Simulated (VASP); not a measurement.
# Al (Fd-3m) in VASP: notebook

Al is run at these levels: PBE; tasks: single point, relaxation of cell and atoms.

All numbers are computed with VASP 6.6.1; they aren't measurements. Logs are shortened: lines on timing, memory, paths and dates and some standing lists are left out, and cuts for length are marked.

## (1) The cell of the first run

Symmetry: Fd-3m, No. 227, cubic system. The conventional cell has a = 5.079 Å, b = 5.079 Å, c = 5.079 Å, α = 90.00°, β = 90.00°, γ = 90.00°. Within 2.9 Å of Al (site symmetry -43m) lie 4 Al at 2.20 Å.

## (2) Single point, PBE

File INCAR:

```
PREC = Accurate
ENCUT = 520
EDIFF = 1E-7
ISMEAR = -1
SIGMA = 0.1
LREAL = False
LASPH = True
NELM = 80
ALGO = Normal
ISIF = 2
LWAVE = False
LCHARG = False
GGA = PE
NBANDS = 10
```

File KPOINTS:

```
regular mesh
0
Gamma
  14 14 14
```

File POSCAR:

```
Al
1.0
    0.0000000000      2.5393673814      2.5393673814
    2.5393673814      0.0000000000      2.5393673814
    2.5393673814      2.5393673814      0.0000000000
Al
2
Direct
   -0.1250000000     -0.1250000000     -0.1250000000
    0.1250000000      0.1250000000      0.1250000000
```

Potentials or basis: VASP PAW PBE potentials, release 64 (Al).

Started as:

```bash
> cat potpaw_PBE.64/Al/POTCAR > POTCAR
> mpirun -np 1 vasp_std > vasp.out
```

OUTCAR:

```text
PREC = Accurate
   ENCUT = 520
   EDIFF = 1E-7
   ISMEAR = -1
   LREAL = False
   LASPH = True
   NELM = 80
   ISIF = 2
   GGA = PE

 ion  position               nearest neighbor table
   1  0.875  0.875  0.875-   2 2.20   2 2.20   2 2.20   2 2.20
   2  0.125  0.125  0.125-   1 2.20   1 2.20   1 2.20   1 2.20

  LATTYP: Found a face centered cubic cell.
 ALAT       =     5.0787347628

  Lattice vectors:

 A1 = (   0.0000000000,   2.5393673814,   2.5393673814)
 A2 = (   2.5393673814,   0.0000000000,   2.5393673814)
 A3 = (   2.5393673814,   2.5393673814,   0.0000000000)

Analysis of symmetry for initial positions (statically):
=====================================================================
 Subroutine PRICEL returns:
 Original cell was already a primitive cell.

 Routine SETGRP: Setting up the symmetry group for a
 face centered cubic supercell.

 Subroutine GETGRP returns: Found 48 space group operations
 (whereof 12 operations were pure point group operations)
 out of a pool of 48 trial point group operations.

The static configuration has the point symmetry D_3d.
 The point group associated with its full space group is O_h .

Analysis of symmetry for dynamics (positions and initial velocities):
=====================================================================
 Subroutine PRICEL returns:
 Original cell was already a primitive cell.

 Routine SETGRP: Setting up the symmetry group for a
 face centered cubic supercell.

 Subroutine GETGRP returns: Found 48 space group operations
 (whereof 12 operations were pure point group operations)
 out of a pool of 48 trial point group operations.

The dynamic configuration has the point symmetry D_3d.
 The point group associated with its full space group is O_h .

 Subroutine INISYM returns: Found 48 space group operations
 (whereof 12 operations are pure point group operations),
 and found     1 'primitive' translations

----------------------------------------------------------------------------------------

                                     Primitive cell

  volume of cell :      32.7496

  direct lattice vectors                    reciprocal lattice vectors
     0.000000000  2.539367381  2.539367381    -0.196899434  0.196899434  0.196899434
     2.539367381  0.000000000  2.539367381     0.196899434 -0.196899434  0.196899434
     2.539367381  2.539367381  0.000000000     0.196899434  0.196899434 -0.196899434

  length of vectors
     3.591207791  3.591207791  3.591207791     0.341039824  0.341039824  0.341039824

  position of ions in fractional coordinates (direct lattice)
     0.875000000  0.875000000  0.875000000
     0.125000000  0.125000000  0.125000000

  ion indices of the primitive-cell ions
   primitive index   ion index
                 1           1
                 2           2

----------------------------------------------------------------------------------------

 KPOINTS: regular mesh

Automatic generation of k-mesh.
 Grid dimensions read from file:
 generate k-points for:   14   14   14

 Generating k-lattice:

  Cartesian coordinates                     Fractional coordinates (reciprocal lattice)
    -0.014064245  0.014064245  0.014064245     0.071428571  0.000000000  0.000000000
     0.014064245 -0.014064245  0.014064245     0.000000000  0.071428571  0.000000000
     0.014064245  0.014064245 -0.014064245     0.000000000  0.000000000  0.071428571

  Length of vectors
     0.024359987  0.024359987  0.024359987

  Shift w.r.t. Gamma in fractional coordinates (k-lattice)
     0.000000000  0.000000000  0.000000000

 Subroutine IBZKPT returns following result:
 ===========================================

 Found    104 irreducible k-points:

 Following reciprocal coordinates:
            Coordinates               Weight
  0.000000  0.000000  0.000000      1.000000
  0.071429  0.000000  0.000000      8.000000
  0.142857  0.000000  0.000000      8.000000
  0.214286  0.000000  0.000000      8.000000
  0.285714  0.000000  0.000000      8.000000
  0.357143  0.000000  0.000000      8.000000
[... 16 lines left out ...]
  0.214286  0.142857  0.000000     24.000000
  0.285714  0.142857  0.000000     24.000000
 [... further k-points ...]
   k-points           NKPTS =    104   k-points in BZ     NKDIM =    104   number of bands    NBANDS=     10
   number of dos      NEDOS =    301   number of ions     NIONS =      2
   total plane-waves  NPLWV =  21952
   dimension x,y,z NGX =    28 NGY =   28 NGZ =   28
   dimension x,y,z NGXF=    56 NGYF=   56 NGZF=   56
   ions per type =               2
   NGX,Y,Z   is equivalent  to a cutoff of  12.96, 12.96, 12.96 a.u.
   NGXF,Y,Z  is equivalent  to a cutoff of  25.92, 25.92, 25.92 a.u.
 SYSTEM =  unknown system
   PREC   = accura    normal or accurate (medium, high low for compatibility)
   ISTART =      0    job   : 0-new  1-cont  2-samecut
   ICHARG =      2    charge: 1-file 2-atom 10-const
   ISPIN  =      1    spin polarized calculation?
   LNONCOLLINEAR =      F non collinear calculations
   LSORBIT =      F    spin-orbit coupling
   LASPH  =      T    aspherical Exc in radial PAW
   ENCUT  =  520.0 eV  38.22 Ry    6.18 a.u.   6.68  6.68  6.68*2*pi/ulx,y,z
   NELM   =     80;   NELMIN=  2; NELMDL= -5     # of ELM steps
   EDIFF  = 0.1E-06   stopping-criterion for ELM
   LREAL  =      F    real-space projection
   EDIFFG = 0.1E-05   stopping-criterion for IOM
   NSW    =      0    number of steps for IOM
   IBRION =     -1    ionic relax: 0-MD 1-quasi-New 2-CG
   NFREE  =      0    steps in history (QN), initial steepest desc. (CG)
   ISIF   =      2    stress and relaxation
   ISYM   =      2    0-nonsym 1-usesym 2-fastsym
   POTIM  = 0.5000    time-step for ionic-motion
   TEBEG  =    0.0;   TEEND  =   0.0 temperature during run
   PSTRESS=    0.0 pullay stress
   NELECT =       6.0000    total number of electrons
   NUPDOWN=      -1.0000    fix difference up-down
   EMIN   =  10.00;   EMAX   =-10.00  energy-range for DOS
   EFERMI =   0.00;   METHOD = LEGACY
   ISMEAR =    -1;   SIGMA  =   0.10  broadening in eV -4-tet -1-fermi 0-gaus
   EFERMI_NEDOS =   21; number of points for ismear=-14 and -15
   IALGO  =     38    algorithm
   IMIX   =      4    mixing-type and parameters
     AMIX     =   0.40;   BMIX     =  1.00
     AMIX_MAG =   1.60;   BMIX_MAG =  1.00
  volume/ion in A,a.u.               =      16.37       110.50
  Fermi-wavevector in a.u.,A,eV,Ry     =   0.929800  1.757068 11.762627  0.864529
  Thomas-Fermi vector in A             =   2.056121
   LORBIT       =      0    0 simple, 1 ext, 2 COOP (PROOUT), +10 PAW based schemes
   GGA     = PE    functional components
   LHFCALC =     F    Hartree Fock is set to
   AEXX    =    0.0000 exact exchange contribution
   IVDW    =     0    specifies the selected vdW correction
   LEPSILON=     F    determine dielectric tensor
   LRPA    =     F    only Hartree local field effects (RPA)
 non-spin polarized calculation
  energy-cutoff  :      520.00
  volume of cell :       32.75
 maximum number of plane-waves:       903
   NGX = 13   NGY = 13   NGZ = 13

 number of electron       6.0000000 magnetization

 Free energy of the ion-electron system (eV)
  ---------------------------------------------------
  ext. energy  EPLUGINS =         0.00000000
  ---------------------------------------------------
  free energy    TOTEN  =        -3.52120005 eV

  energy without entropy =       -3.48845438  energy(sigma->0) =       -3.50482722

 E-fermi :   7.1060     XC(G=0): -10.0026

 val. band max:        7.1032572933   @ k =  -0.2857   0.3571   0.0714
 cond. band min:       7.1425696059   @ k =   0.5000   0.2857   0.0000
 fundamental gap:      0.0393123125
 Fermi energy:         7.1059666476

 k-point     1 :       0.0000    0.0000    0.0000
  band No.  band energies     occupation
      1      -3.4631      2.00000
      2      10.3659      0.00000
      3      10.3659      0.00000
      4      10.3659      0.00000
      5      12.1218      0.00000
      6      12.1218      0.00000
      7      12.1218      0.00000
      8      16.1711      0.00000
      9      16.1711      0.00000
     10      17.9808      0.00000

 k-point     2 :       0.0714    0.0000    0.0000
  band No.  band energies     occupation
      1      -3.3783      2.00000
      2       9.5331      0.00000
      3      10.1845      0.00000
      4      10.1845      0.00000
      5      12.3850      0.00000
      6      12.3850      0.00000
      7      12.5156      0.00000
      8      15.8697      0.00000
      9      15.8697      0.00000
     10      18.0606      0.00000

 k-point     3 :       0.1429    0.0000    0.0000
  band No.  band energies     occupation
      1      -3.1247      2.00000
      2       8.0345      0.00019
      3       9.8404      0.00000
      4       9.8404      0.00000
      5      12.8472      0.00000
      6      12.8788      0.00000
      7      12.8788      0.00000
      8      15.3808      0.00000
      9      15.3808      0.00000
     10      17.9938      0.00000

 k-point     4 :       0.2143    0.0000    0.0000
  band No.  band energies     occupation
      1      -2.7050      2.00000
      2       6.4356      1.99755
      3       9.5216      0.00000
      4       9.5216      0.00000
      5      12.9135      0.00000
      6      13.0386      0.00000
      7      13.0386      0.00000
      8      15.4316      0.00000
      9      15.4316      0.00000
     10      17.5314      0.00000

 k-point     5 :       0.2857    0.0000    0.0000
  band No.  band energies     occupation
      1      -2.1252      2.00000
      2       4.8804      2.00000
      3       9.2816      0.00000
      4       9.2816      0.00000
      5      12.7042      0.00000
      6      12.7042      0.00000
      7      12.8765      0.00000
      8      16.2576      0.00000
      9      16.2576      0.00000
     10      16.9409      0.00000

 k-point     6 :       0.3571    0.0000    0.0000
  band No.  band energies     occupation
      1      -1.3996      2.00000
      2       3.4358      2.00000
      3       9.1260      0.00000
      4       9.1260      0.00000
      5      12.2843      0.00000
      6      12.2843      0.00000
      7      12.8315      0.00000
      8      16.4232      0.00000
      9      17.4714      0.00000
     10      17.4714      0.00000
[... 183 lines left out ...]
 k-point    21 :      -0.0714    0.0714    0.0000
  band No.  band energies     occupation
      1      -3.2372      2.00000
      2       8.9793      0.00000
      3       9.2060      0.00000
      4      10.3501      0.00000
      5      12.3296      0.00000
      6      12.7884      0.00000
      7      13.1045      0.00000
      8      15.1428      0.00000
      9      15.7959      0.00000
     10      18.3816      0.00000

 k-point    22 :       0.1429    0.1429    0.0000
  band No.  band energies     occupation
      1      -3.0116      2.00000
      2       8.8486      0.00000
      3       8.8486      0.00000
      4       9.2350      0.00000
      5      11.1698      0.00000
      6      13.4776      0.00000
      7      14.1761      0.00000
      8      14.1761      0.00000
      9      16.6319      0.00000
     10      19.3596      0.00000

 k-point    23 :       0.2143    0.1429    0.0000
  band No.  band energies     occupation
      1      -2.7031      2.00000
      2       7.6352      0.01001
      3       8.4597      0.00000
      4       9.0438      0.00000
      5      11.1711      0.00000
      6      12.7695      0.00000
      7      14.6857      0.00000
      8      14.7307      0.00000
      9      16.7922      0.00000
     10      19.6019      0.00000

 k-point    24 :       0.2857    0.1429    0.0000
  band No.  band energies     occupation
      1      -2.2305      2.00000
      2       6.1164      1.99990
      3       8.1927      0.00004
      4       8.6567      0.00000
      5      11.2519      0.00000
      6      12.8314      0.00000
      7      14.6881      0.00000
      8      14.9008      0.00000
      9      17.3727      0.00000
     10      19.1507      0.00000

 [... further k-points ...]
[... 5 lines left out ...]
  --------------------------------------------------------------------------------------
  -------------------------------------------------------------------------------------
  Total       11.0736883     11.0736883     11.0736883     -0.0000000      0.0000000      0.0000000
  in kB      541.7466975    541.7466975    541.7466975     -0.0000000      0.0000000      0.0000000
  external PRESSURE =     541.7466975 kB  Pullay stress =       0.0000000 kB

 VOLUME and BASIS-vectors are now :
 -----------------------------------------------------------------------------
  energy-cutoff  :      520.00
  volume of cell :       32.75
      direct lattice vectors                 reciprocal lattice vectors
     0.000000000  2.539367381  2.539367381    -0.196899434  0.196899434  0.196899434
     2.539367381  0.000000000  2.539367381     0.196899434 -0.196899434  0.196899434
     2.539367381  2.539367381  0.000000000     0.196899434  0.196899434 -0.196899434

 POSITION                                       TOTAL-FORCE (eV/Angst)
 -----------------------------------------------------------------------------------
      4.44389      4.44389      4.44389        -0.000000     -0.000000     -0.000000
      0.63484      0.63484      0.63484         0.000000      0.000000      0.000000
 -----------------------------------------------------------------------------------
    total drift:                               -0.000000     -0.000000     -0.000000

  FREE ENERGIE OF THE ION-ELECTRON SYSTEM (eV)
  ---------------------------------------------------
  free  energy   TOTEN  =        -3.5212000525 eV

  energy  without entropy=       -3.4884543826  energy(sigma->0) =       -3.50482722
```

Wall time 15 s (1 thread of Intel Xeon Platinum 8488C (Sapphire Rapids), shared host); peak memory 0.16 GiB.

What came out:

* Free energy: -3.5212 eV
* Pressure: 54.2 GPa
* Band gap on the k mesh: zero (band 3 reaches 10.37 eV, above the bottom of band 4 at 4.50 eV)

Levels at points of the mesh, in eV from the Fermi level:
```csv
k point,band 1,band 2,band 3,band 4,band 5,band 6
"(0.00, 0.00, 0.00)",-10.57,3.26,3.26,3.26,5.02,5.02
"(0.50, 0.00, 0.00)",-7.13,-5.63,1.91,1.91,4.77,4.77
"(0.50, 0.50, 0.00)",-5.23,-5.23,-0.59,-0.59,1.89,1.89
```

## (3) Single point, PBE

File INCAR:

```
SYSTEM = Al
ALGO = Normal
EDIFF = 1E-6
ENCUT = 520
GGA = PE
ISIF = 2
ISMEAR = -1
LASPH = .True.
LCHARG = .False.
LREAL = .False.
LWAVE = .False.
NBANDS = 10
NELM = 60
PREC = Accurate
SIGMA = 0.1
```

File KPOINTS:

```
k-points
0
Gamma
  14 14 14
  0 0 0
```

File POSCAR:

```
Al
1.0
    0.0000000000      2.5379162572      2.5379162572
    2.5379162572      0.0000000000      2.5379162572
    2.5379162572      2.5379162572      0.0000000000
Al
2
Direct
   -0.1250000000     -0.1250000000     -0.1250000000
    0.1250000000      0.1250000000      0.1250000000
```

Potentials or basis: VASP PAW PBE potentials, release 64 (Al).

Started as:

```bash
> cat potpaw_PBE.64/Al/POTCAR > POTCAR
> mpirun -np 1 vasp_std > vasp.out
```

Wall time 14 s (1 thread of Intel Xeon Platinum 8488C (Sapphire Rapids), shared host); peak memory 0.16 GiB.

It converged, with:

```
Free energy            : -3.5022 eV
Pressure               : 54.5 GPa
Band gap on the k mesh : zero (band 3 reaches 10.39 eV, above the bottom of band 4 at 4.52 eV)
```

Levels at points of the mesh, in eV from the Fermi level:
```csv
k point,band 1,band 2,band 3,band 4,band 5,band 6,band 7
"(0.00, 0.00, 0.00)",-10.58,3.26,3.26,3.26,5.02,5.02,5.02
"(0.50, 0.00, 0.00)",-7.14,-5.63,1.92,1.92,4.77,4.77,5.70
"(0.50, 0.50, 0.00)",-5.24,-5.24,-0.59,-0.59,1.89,1.89,13.45
```

## (4) Relaxation of cell and atoms, PBE, target pressure 54 GPa, at which the enthalpy is minimised

File INCAR:

```
PREC = Accurate ; ENCUT = 600
EDIFF = 1E-6 ; ISMEAR = -1
SIGMA = 0.1 ; LREAL = F
LASPH = T ; NELM = 60
ALGO = Normal ; ISIF = 3
LWAVE = F ; LCHARG = F
GGA = PE ; IBRION = 2
NSW = 32 ; EDIFFG = -0.005
PSTRESS = 540.0
```

File KPOINTS:

```
regular mesh
0
Gamma
  14 14 14
```

File POSCAR:

```
Al
1.0
    0.0000000000      2.5393673814      2.5393673814
    2.5393673814      0.0000000000      2.5393673814
    2.5393673814      2.5393673814      0.0000000000
Al
2
Direct
   -0.1250000000     -0.1250000000     -0.1250000000
    0.1250000000      0.1250000000      0.1250000000
```

Started as:

```bash
> cat potpaw_PBE.64/Al/POTCAR > POTCAR
> mpirun -np 1 vasp_std > vasp.out
```

It took 25 s on 1 thread of Intel Xeon Platinum 8488C (Sapphire Rapids), shared host; peak memory 0.17 GiB.

The run converged. Its results:

```yaml
Free_energy: -3.5311 eV
Relaxed_volume: 16.39 Å³/atom
Relaxed_cell: a = 3.592 Å, b = 3.592 Å, c = 3.592 Å, α = 60.00°, β = 60.00°, γ = 60.00°
Space_group_after_relaxing_to_0.05_Å: Fd-3m (No. 227)
Energy_change_on_relaxing_the_enthalpy_is_what_falls: -4.8 meV/atom
Ionic_steps: 3
Pressure_after_relaxing: 54.0 GPa
Band_gap_on_the_k_mesh: zero (band 3 reaches 10.35 eV, above the bottom of band 4 at 4.50 eV)
```

Step by step:
```csv
step,energy change (eV),largest force (eV/Å),pressure (GPa),volume (Å³)
1,0.0000,0.0000,54.18,32.75
2,-0.0286,0.0000,53.65,32.83
3,-0.0096,0.0000,54.00,32.78
```

Final structure:
```
Al
1.0
     0.00000    2.54010    2.54010
     2.54010    0.00000    2.54010
     2.54010    2.54010    0.00000
Al
2
Direct
  0.87500 0.87500 0.87500
  0.12500 0.12500 0.12500
```

Levels at points of the mesh, in eV from the Fermi level:
```
           k point  band 1  band 2  band 3  band 4  band 5  band 6  band 7
(0.00, 0.00, 0.00)  -10.56    3.26    3.26    3.26    5.01    5.01    5.01
(0.50, 0.00, 0.00)   -7.13   -5.62    1.91    1.91    4.77    4.77    5.69
(0.50, 0.50, 0.00)   -5.23   -5.23   -0.59   -0.59    1.89    1.89   13.43
```

Caveat: the cell is relaxed towards a set pressure, so the enthalpy falls and the energy may rise.

## (5) Single point, PBE

File INCAR:

```
PREC = Accurate
ENCUT = 520
EDIFF = 1E-7
ISMEAR = -1
SIGMA = 0.1
LREAL = False
LASPH = True
NELM = 80
ALGO = Normal
ISIF = 2
LWAVE = False
LCHARG = False
GGA = PE
NBANDS = 10
```

KPOINTS is that of step 4.

File POSCAR:

```
Al
1.0
    0.0000000000      2.5393673807      2.5393673807
    2.5393673807      0.0000000000      2.5393673807
    2.5393673807      2.5393673807      0.0000000000
Al
2
Direct
   -0.1250000000     -0.1250000000     -0.1250000000
    0.1250000000      0.1250000000      0.1250000000
```

Started as:

```bash
> cat potpaw_PBE.64/Al/POTCAR > POTCAR
> mpirun -np 1 vasp_std > vasp.out
```

It took 20 s on 1 thread of Intel Xeon 6975P-C, shared host; peak memory 0.16 GiB.

It converged, with:

| Quantity | Value |
| --- | --- |
| Free energy | -3.5212 eV |
| Pressure | 54.2 GPa |
| Band gap on the k mesh | zero (band 3 reaches 10.37 eV, above the bottom of band 4 at 4.50 eV) |

Levels at points of the mesh, in eV from the Fermi level:
```tsv
k point	band 1	band 2	band 3	band 4	band 5	band 6	band 7
(0.00, 0.00, 0.00)	-10.57	3.26	3.26	3.26	5.02	5.02	5.02
(0.50, 0.00, 0.00)	-7.13	-5.63	1.91	1.91	4.77	4.77	5.69
(0.50, 0.50, 0.00)	-5.23	-5.23	-0.59	-0.59	1.89	1.89	13.44
```

## (6) The runs side by side

| task | cell | cutoff (eV) | gap on the mesh (eV) | pressure (GPa) |
| --- | --- | --- | --- | --- |
| single point | a = 3.591 Å, angles 60.0°, 2 atoms | 520 | none | 54.2 |
| single point | a = 3.589 Å, angles 60.0°, 2 atoms | 520 | none | 54.5 |
| relaxation of cell and atoms | relaxed to 54 GPa from a = 3.591 Å, angles 60.0°, 2 atoms | 600 | none | 54.0 |

Alike in all rows: level PBE; potentials or basis VASP PAW PBE potentials, release 64 (Al); no spin polarisation; k mesh 14 × 14 × 14; smearing fermi-dirac 0.1 eV.

Caveats: the cell is relaxed towards a set pressure, so the enthalpy falls and the energy may rise (some runs).

Total energies depend on the potentials used, so only differences within one code and one set of settings carry meaning.
